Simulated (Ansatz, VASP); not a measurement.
One calculation of Sc, two programs

File INCAR:

```
SYSTEM = Sc
  PREC = Accurate
  ENCUT = 520
  EDIFF = 1E-6
  ISMEAR = -1
  SIGMA = 0.08
  LREAL = .FALSE.
  LASPH = .TRUE.
  NELM = 80
  ALGO = Normal
  ISIF = 2
  LWAVE = .FALSE.
  LCHARG = .FALSE.
  GGA = PE
  NBANDS = 18
```

The input KPOINTS:

```
Automatic mesh
0
G
  11 11 8
  0 0 0
```

POSCAR

```
Sc
1.0
    2.3125339659      2.3125339659      0.0000000000
   -2.3125339659      2.3125339659      0.0000000000
    0.0000000000      0.0000000000      4.6250679318
Sc
2
Direct
    0.0000000000      0.0000000000      0.0000000000
    0.5000000000      0.5000000000      0.5000000000
```

Input for Ansatz:

```yaml
crystal:
  lattice:
    - [2.3125339659, 2.3125339659, 0.0]
    - [-2.3125339659, 2.3125339659, 0.0]
    - [0.0, 0.0, 4.6250679318]
  atoms:
    - { symbol: Sc, position: [0.0, 0.0, 0.0] }
    - { symbol: Sc, position: [0.5, 0.5, 0.5] }
kpoints:
  mp_grid: { grid: [11, 11, 8] }
scf:
  occupations: { method: fermi_dirac, width: 0.08 }
hamiltonian:
  xc: pbe
  pseudopotentials: { kind: all_electron, lapw: { basis_error: 0.001 } }
output:
  forces: true
  stress: true
  eigenvalues: true
```

Alike in both runs: task single point; functional PBE; k mesh 11 × 11 × 8; occupations fermi-dirac, width 0.08 eV; no spin polarisation.

```csv
,VASP,Ansatz
version,VASP 6.6.1,Ansatz 0.2.0
potentials or method,"VASP PAW PBE potentials, release 64 (Sc_sv), cutoff 520 eV","all-electron LAPW, scalar-relativistic"
```

|  | VASP | Ansatz | Ansatz less VASP |
| --- | --- | --- | --- |
| pressure (GPa) | 0.0 | 0.0 | -0.01 |

Ansatz ran all-electron here, and VASP with PAW potentials.
